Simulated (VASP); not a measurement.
A run of VASP 6.6.1 is set up as follows.

File INCAR:

```
SYSTEM = Te2Mo
  PREC = Accurate
  ENCUT = 520
  EDIFF = 1E-7
  ISMEAR = 1
  SIGMA = 0.1
  LREAL = .FALSE.
  LASPH = .TRUE.
  NELM = 100
  ALGO = Normal
  ISIF = 2
  LWAVE = .FALSE.
  LCHARG = .FALSE.
  GGA = PS
  NBANDS = 20
```

Contents of KPOINTS:

```
Automatic mesh
0
G
  6 6 2
  0 0 0
```

Contents of POSCAR:

```
Te2Mo
1.0
    3.4883944647     -0.0006798081     -0.0116766299
   -1.7447860355      3.0213628952     -0.0023421754
   -0.0580355127     -0.0468919784     17.5080425709
Te Mo
2 1
Direct
    0.3281263920      0.6527999274      0.8970757881
    0.3363830980      0.6580278655      0.1034707414
   -0.0008880343     -0.0113612167      0.0002744863
```

Potentials or basis: VASP PAW PBE potentials, release 64 (Te, Mo_sv).

The run is started by

```sh
$ cat potpaw_PBE.64/Te/POTCAR potpaw_PBE.64/Mo_sv/POTCAR > POTCAR
$ mpirun -np 1 vasp_std > vasp.out
```

Problem. Estimate the band gap on the k mesh.

Solution. 1.21 eV, direct.

Problem. Predict the largest force.

Solution. 0.021 eV/Å.

Forces in eV/Å, atoms in the order of the input:
```
Te  -0.010 -0.014  0.000
Te   0.019  0.010  0.000
Mo  -0.010  0.005  0.000
```

Caveat: the PAW data sets were made with another functional, which shifts forces and pressure a little; spin-orbit coupling is left out, which moves the levels of the heavy elements.
